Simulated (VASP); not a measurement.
Set up this calculation in VASP 6.6.1, as the native input.

```
Task                   : single point
Functional             : r2SCAN
Potentials or basis    : VASP PAW PBE potentials, release 64 (Nb_sv, H)
Cutoff                 : 520 eV
k mesh                 : 16 × 16 × 16
Occupations            : gaussian, width 0.1 eV
Spin                   : no spin polarisation
Dipole correction      : no
Further INCAR settings : ALGO = Normal; EDIFF = 1e-06; NBANDS = 14
```

The system is NbH2.

```
Nb H
1.0
     0.00000    2.25044    2.25044
     2.25044    0.00000    2.25044
     2.25044    2.25044    0.00000
Nb H
1 2
Direct
  0.00000 0.00000 0.00000
  0.25000 0.25000 0.25000
  0.75000 0.75000 0.75000
```

This cell differs from its parent crystal: volume scaled by 0.97.

These files were run (other wordings do the same):

POSCAR

```
NbH2
1.0
    0.0000000000      2.2504378437      2.2504378437
    2.2504378437      0.0000000000      2.2504378437
    2.2504378437      2.2504378437      0.0000000000
Nb H
1 2
Direct
    0.0000000000      0.0000000000      0.0000000000
    0.2500000000      0.2500000000      0.2500000000
    0.7500000000      0.7500000000      0.7500000000
```

INCAR.step1

```
SYSTEM = NbH2
ALGO = Normal ; EDIFF = 1E-4
ENCUT = 520 ; GGA = PE
ISMEAR = 0 ; LASPH = .True.
LCHARG = .False. ; LREAL = .False.
LWAVE = .True. ; NBANDS = 14
NELM = 100 ; PREC = Accurate
SIGMA = 0.1
```

INCAR.step2

```
SYSTEM = NbH2
ALGO = Normal ; EDIFF = 1E-6
ENCUT = 520 ; ISIF = 2
ISMEAR = 0 ; ISTART = 1
LASPH = .True. ; LCHARG = .True.
LELF = .True. ; LMIXTAU = .True.
LREAL = .False. ; LVHAR = .True.
LWAVE = .False. ; METAGGA = R2SCAN
NBANDS = 14 ; NELM = 100
PREC = Accurate ; SIGMA = 0.1
```

KPOINTS

```
k-points
0
Gamma
  16 16 16
  0 0 0
```

Potentials or basis: VASP PAW PBE potentials, release 64 (Nb_sv, H).

Command:

```console
$ cat potpaw_PBE.64/Nb_sv/POTCAR potpaw_PBE.64/H/POTCAR > POTCAR
$ cp INCAR.step1 INCAR
$ mpirun -np 1 vasp_std > vasp.out
$ cp INCAR.step2 INCAR
$ mpirun -np 1 vasp_std > vasp.out
```

It gave:

```
Pressure : 5.7 GPa
```

Caveat: the PAW data sets were made with another functional, which shifts forces and pressure a little.

Run time: 50 s on 1 thread of Intel(R) Xeon(R) 6975P-C (Granite Rapids), with other jobs on the host, peak memory 0.17 GiB.
